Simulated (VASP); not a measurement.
# NaH (F-43m) in VASP: notebook

Aim: see how the results for NaH move with the level of theory and the settings. Levels: PBE, r2SCAN. Tasks: single point.

All numbers are computed with VASP 6.6.1; they aren't measurements. Logs are shortened: lines on timing, memory, paths and dates and some standing lists are left out, and cuts for length are marked.

### Step 1. The cell of the first run

The structure is cubic, space group F-43m (No. 216). The conventional cell has a = 5.331 Å, b = 5.331 Å, c = 5.331 Å, α = 90.00°, β = 90.00°, γ = 90.00°. Within 3.1 Å of Na (site symmetry -43m) lie 4 H at 2.31 Å. Within 3.1 Å of H (site symmetry -43m) lie 4 Na at 2.31 Å.

### Step 2. Single point, PBE (strain +2.6%)

File INCAR:

```
  ALGO = Normal
  EDIFF = 1E-7
  ENCUT = 520
  GGA = PE
  ISIF = 2
  ISMEAR = -1
  LASPH = T
  LCHARG = F
  LREAL = F
  LWAVE = F
  NBANDS = 11
  NELM = 80
  PREC = Accurate
  SIGMA = 0.02
```

File KPOINTS:

```
k-points
0
Gamma
  8 8 8
```

File POSCAR:

```
NaH
1.0
    0.0000000000      2.6657391886      2.6657391886
    2.6657391886      0.0000000000      2.6657391886
    2.6657391886      2.6657391886      0.0000000000
Na H
1 1
Direct
    0.0000000000      0.0000000000      0.0000000000
    0.2500000000      0.2500000000      0.2500000000
```

Potentials or basis: VASP PAW PBE potentials, release 64 (Na_pv, H).

On the command line:

```sh
$ cat potpaw_PBE.64/Na_pv/POTCAR potpaw_PBE.64/H/POTCAR > POTCAR
$ mpirun -np 1 vasp_std > vasp.out
```

OUTCAR:

```text
EDIFF = 1E-7
   ENCUT = 520
   GGA = PE
   ISIF = 2
   ISMEAR = -1
   LASPH = T
   LREAL = F
   NELM = 80
   PREC = Accurate

 ion  position               nearest neighbor table
   1  0.000  0.000  0.000-
   2  0.250  0.250  0.250-

  LATTYP: Found a face centered cubic cell.
 ALAT       =     5.3314783772

  Lattice vectors:

 A1 = (   0.0000000000,   2.6657391886,   2.6657391886)
 A2 = (   2.6657391886,   0.0000000000,   2.6657391886)
 A3 = (   2.6657391886,   2.6657391886,   0.0000000000)

Analysis of symmetry for initial positions (statically):
=====================================================================
 Subroutine PRICEL returns:
 Original cell was already a primitive cell.

 Routine SETGRP: Setting up the symmetry group for a
 face centered cubic supercell.

 Subroutine GETGRP returns: Found 24 space group operations
 (whereof 24 operations were pure point group operations)
 out of a pool of 48 trial point group operations.

The static configuration has the point symmetry T_d .

Analysis of symmetry for dynamics (positions and initial velocities):
=====================================================================
 Subroutine PRICEL returns:
 Original cell was already a primitive cell.

 Routine SETGRP: Setting up the symmetry group for a
 face centered cubic supercell.

 Subroutine GETGRP returns: Found 24 space group operations
 (whereof 24 operations were pure point group operations)
 out of a pool of 48 trial point group operations.

The dynamic configuration has the point symmetry T_d .

 Subroutine INISYM returns: Found 24 space group operations
 (whereof 24 operations are pure point group operations),
 and found     1 'primitive' translations

----------------------------------------------------------------------------------------

                                     Primitive cell

  volume of cell :      37.8864

  direct lattice vectors                    reciprocal lattice vectors
     0.000000000  2.665739189  2.665739189    -0.187565236  0.187565236  0.187565236
     2.665739189  0.000000000  2.665739189     0.187565236 -0.187565236  0.187565236
     2.665739189  2.665739189  0.000000000     0.187565236  0.187565236 -0.187565236

  length of vectors
     3.769924514  3.769924514  3.769924514     0.324872518  0.324872518  0.324872518

  position of ions in fractional coordinates (direct lattice)
[... 84 lines left out ...]
   NFREE  =      0    steps in history (QN), initial steepest desc. (CG)
   ISIF   =      2    stress and relaxation
   ISYM   =      2    0-nonsym 1-usesym 2-fastsym
   POTIM  = 0.5000    time-step for ionic-motion
   TEBEG  =    0.0;   TEEND  =   0.0 temperature during run
   PSTRESS=    0.0 pullay stress
   NELECT =       8.0000    total number of electrons
   NUPDOWN=      -1.0000    fix difference up-down
   EMIN   =  10.00;   EMAX   =-10.00  energy-range for DOS
   EFERMI =   0.00;   METHOD = LEGACY
   ISMEAR =    -1;   SIGMA  =   0.02  broadening in eV -4-tet -1-fermi 0-gaus
   EFERMI_NEDOS =   21; number of points for ismear=-14 and -15
   IALGO  =     38    algorithm
   IMIX   =      4    mixing-type and parameters
     AMIX     =   0.40;   BMIX     =  1.00
     AMIX_MAG =   1.60;   BMIX_MAG =  1.00
  volume/ion in A,a.u.               =      18.94       127.83
  Fermi-wavevector in a.u.,A,eV,Ry     =   0.974864  1.842225 12.930419  0.950359
  Thomas-Fermi vector in A             =   2.105357
   LORBIT       =      0    0 simple, 1 ext, 2 COOP (PROOUT), +10 PAW based schemes
   GGA     = PE    functional components
   LHFCALC =     F    Hartree Fock is set to
   AEXX    =    0.0000 exact exchange contribution
   IVDW    =     0    specifies the selected vdW correction
   LEPSILON=     F    determine dielectric tensor
   LRPA    =     F    only Hartree local field effects (RPA)
 non-spin polarized calculation
  energy-cutoff  :      520.00
  volume of cell :       37.89
 maximum number of plane-waves:      1036
   NGX = 13   NGY = 13   NGZ = 13

 number of electron       7.9999994 magnetization

 Free energy of the ion-electron system (eV)
  ---------------------------------------------------
  ext. energy  EPLUGINS =         0.00000000
  ---------------------------------------------------
  free energy    TOTEN  =        -4.98319271 eV

  energy without entropy =       -4.98319271  energy(sigma->0) =       -4.98319271

 E-fermi :  -1.6319     XC(G=0):  -6.6383

 val. band max:       -2.0892403899   @ k =  -0.2500   0.5000   0.2500
 cond. band min:       1.4597911586   @ k =   0.5000   0.0000   0.0000
 fundamental gap:      3.5490315485
 Fermi energy:        -1.6318947704

 k-point     1 :       0.0000    0.0000    0.0000
  band No.  band energies     occupation
      1     -24.2203      2.00000
      2     -24.2203      2.00000
      3     -24.2203      2.00000
      4      -4.7301      2.00000
      5       5.7213      0.00000
      6      10.7822      0.00000
      7      10.7822      0.00000
      8      10.7822      0.00000
      9      13.1746      0.00000
     10      13.1747      0.00000
     11      13.1747      0.00000
[... 309 lines left out ...]
 k-point    24 :      -0.3750    0.2500    0.1250
  band No.  band energies     occupation
      1     -24.2510      2.00000
      2     -24.2343      2.00000
      3     -24.2279      2.00000
      4      -2.4484      2.00000
      5       2.0921      0.00000
      6       5.5945      0.00000
      7       7.2653      0.00000
      8      10.6629      0.00000
      9      11.5853      0.00000
     10      14.8795      0.00000
     11      16.2399      0.00000

 [... further k-points ...]

------------------------ aborting loop because EDIFF is reached ----------------------------------------

  FORCE on cell =-STRESS in cart. coord.  units (eV):
  Direction    XX          YY          ZZ          XY          YZ          ZX
  --------------------------------------------------------------------------------------
  -------------------------------------------------------------------------------------
  Total       -0.2392875     -0.2392875     -0.2392875      0.0000000      0.0000000      0.0000000
  in kB      -10.1192330    -10.1192330    -10.1192330      0.0000000      0.0000000      0.0000000
  external PRESSURE =     -10.1192330 kB  Pullay stress =       0.0000000 kB

 VOLUME and BASIS-vectors are now :
 -----------------------------------------------------------------------------
  energy-cutoff  :      520.00
  volume of cell :       37.89
      direct lattice vectors                 reciprocal lattice vectors
     0.000000000  2.665739189  2.665739189    -0.187565236  0.187565236  0.187565236
     2.665739189  0.000000000  2.665739189     0.187565236 -0.187565236  0.187565236
     2.665739189  2.665739189  0.000000000     0.187565236  0.187565236 -0.187565236

 POSITION                                       TOTAL-FORCE (eV/Angst)
 -----------------------------------------------------------------------------------
      0.00000      0.00000      0.00000         0.000000      0.000000      0.000000
      1.33287      1.33287      1.33287        -0.000000     -0.000000     -0.000000
 -----------------------------------------------------------------------------------
    total drift:                                0.000001      0.000001      0.000001

  FREE ENERGIE OF THE ION-ELECTRON SYSTEM (eV)
  ---------------------------------------------------
  free  energy   TOTEN  =        -4.9831927061 eV

  energy  without entropy=       -4.9831927061  energy(sigma->0) =       -4.98319271
```

It took 6.9 s on 1 thread of Intel Xeon 6975P-C (Granite Rapids), shared host; peak memory 0.15 GiB.

What came out:

```yaml
Free_energy: -4.9832 eV
Pressure: -1.0 GPa
Band_gap_on_the_k_mesh: 3.55 eV (least direct gap 4.21 eV)
```

Caveat: the cell differs from its parent crystal (strain +2.6%); the structure was generated, so it needn't be the stable form of NaH. A k mesh can miss the band edges.

### Step 3. Single point, r2SCAN (strain +2.6%)

POSCAR is that of step 2.

File INCAR.step1:

```
SYSTEM = NaH
PREC = Accurate
ENCUT = 520
ISMEAR = 0
SIGMA = 0.01
LREAL = .False.
LASPH = .True.
NELM = 80
NBANDS = 11
GGA = PE
ALGO = Normal
EDIFF = 1E-4
LWAVE = .True.
LCHARG = .False.
```

File INCAR.step2:

```
SYSTEM = NaH
PREC = Accurate
ENCUT = 520
EDIFF = 1E-6
ISMEAR = 0
SIGMA = 0.01
LREAL = .False.
LASPH = .True.
NELM = 80
ALGO = Normal
ISIF = 2
LWAVE = .False.
LCHARG = .True.
METAGGA = R2SCAN
LMIXTAU = .True.
LELF = .True.
LVHAR = .True.
NBANDS = 11
ISTART = 1
```

File KPOINTS:

```
Automatic mesh
0
Gamma
  8 8 8
  0 0 0
```

Potentials or basis: VASP PAW PBE potentials, release 64 (Na_pv, H).

On the command line:

```sh
$ cat potpaw_PBE.64/Na_pv/POTCAR potpaw_PBE.64/H/POTCAR > POTCAR
$ cp INCAR.step1 INCAR
$ mpirun -np 1 vasp_std > vasp.out
$ cp INCAR.step2 INCAR
$ mpirun -np 1 vasp_std > vasp.out
```

OUTCAR:

```text
SYSTEM = NaH
   PREC = Accurate
   ENCUT = 520
   EDIFF = 1E-6
   ISMEAR = 0
   LREAL = .False.
   LASPH = .True.
   NELM = 80
   ISIF = 2
   METAGGA = R2SCAN
   ISTART = 1

 ion  position               nearest neighbor table
   1  0.000  0.000  0.000-
   2  0.250  0.250  0.250-

  LATTYP: Found a face centered cubic cell.
 ALAT       =     5.3314783772

  Lattice vectors:

 A1 = (   0.0000000000,   2.6657391886,   2.6657391886)
 A2 = (   2.6657391886,   0.0000000000,   2.6657391886)
 A3 = (   2.6657391886,   2.6657391886,   0.0000000000)

Analysis of symmetry for initial positions (statically):
=====================================================================
 Subroutine PRICEL returns:
 Original cell was already a primitive cell.

 Routine SETGRP: Setting up the symmetry group for a
 face centered cubic supercell.

 Subroutine GETGRP returns: Found 24 space group operations
 (whereof 24 operations were pure point group operations)
 out of a pool of 48 trial point group operations.

The static configuration has the point symmetry T_d .

[... 168 lines left out ...]
  band No.  band energies     occupation
      1     -25.3290      2.00000
      2     -25.3287      2.00000
      3     -25.3287      2.00000
      4      -5.0027      2.00000
      5       6.0197      0.00000
      6      10.9387      0.00000
      7      10.9387      0.00000
      8      10.9387      0.00000
      9      13.9540      0.00000
     10      13.9540      0.00000
     11      13.9543      0.00000
[... 309 lines left out ...]
 k-point    24 :      -0.3750    0.2500    0.1250
  band No.  band energies     occupation
      1     -25.3586      2.00000
      2     -25.3425      2.00000
      3     -25.3362      2.00000
      4      -2.7533      2.00000
      5       2.2179      0.00000
      6       5.8693      0.00000
      7       7.6189      0.00000
      8      11.1872      0.00000
      9      11.9429      0.00000
     10      15.4974      0.00000
     11      16.9112      0.00000

 [... further k-points ...]

------------------------ aborting loop because EDIFF is reached ----------------------------------------

  FORCE on cell =-STRESS in cart. coord.  units (eV):
  Direction    XX          YY          ZZ          XY          YZ          ZX
  --------------------------------------------------------------------------------------
  -------------------------------------------------------------------------------------
  Total       -0.3009057     -0.3009057     -0.3009057     -0.0000000      0.0000000      0.0000000
  in kB      -12.7250090    -12.7250090    -12.7250090     -0.0000000      0.0000000      0.0000000
  external PRESSURE =     -12.7250090 kB  Pullay stress =       0.0000000 kB

 VOLUME and BASIS-vectors are now :
 -----------------------------------------------------------------------------
  energy-cutoff  :      520.00
  volume of cell :       37.89
      direct lattice vectors                 reciprocal lattice vectors
     0.000000000  2.665739189  2.665739189    -0.187565236  0.187565236  0.187565236
     2.665739189  0.000000000  2.665739189     0.187565236 -0.187565236  0.187565236
     2.665739189  2.665739189  0.000000000     0.187565236  0.187565236 -0.187565236

 POSITION                                       TOTAL-FORCE (eV/Angst)
 -----------------------------------------------------------------------------------
      0.00000      0.00000      0.00000        -0.000000     -0.000000     -0.000000
      1.33287      1.33287      1.33287         0.000000      0.000000      0.000000
 -----------------------------------------------------------------------------------
    total drift:                                0.000011      0.000011      0.000011

  FREE ENERGIE OF THE ION-ELECTRON SYSTEM (eV)
  ---------------------------------------------------
  free  energy   TOTEN  =        -7.4460619287 eV

  energy  without entropy=       -7.4460619287  energy(sigma->0) =       -7.44606193
```

Wall time 24 s (1 thread of Intel Xeon 6975P-C (Granite Rapids), shared host); peak memory 0.16 GiB.

What came out:

```
Free energy            : -7.4461 eV
Pressure               : -1.3 GPa
Band gap on the k mesh : 3.98 eV (least direct gap 4.62 eV)
```

Levels at points of the mesh, in eV from the valence-band top:
```csv
k point,band 1,band 2,band 3,band 4,band 5,band 6,band 7,band 8,band 9
"(0.00, 0.00, 0.00)",-22.93,-22.92,-22.92,-2.60,8.42,13.34,13.34,13.34,16.36
"(0.50, 0.00, 0.00)",-22.96,-22.93,-22.93,-0.64,3.98,11.01,12.69,12.69,14.45
"(0.50, 0.50, 0.00)",-22.96,-22.94,-22.94,-0.07,5.43,7.68,9.96,9.96,12.80
```

Caveat: the cell differs from its parent crystal (strain +2.6%); the structure was generated, so it needn't be the stable form of NaH; the PAW data sets were made with another functional, which shifts forces and pressure a little.
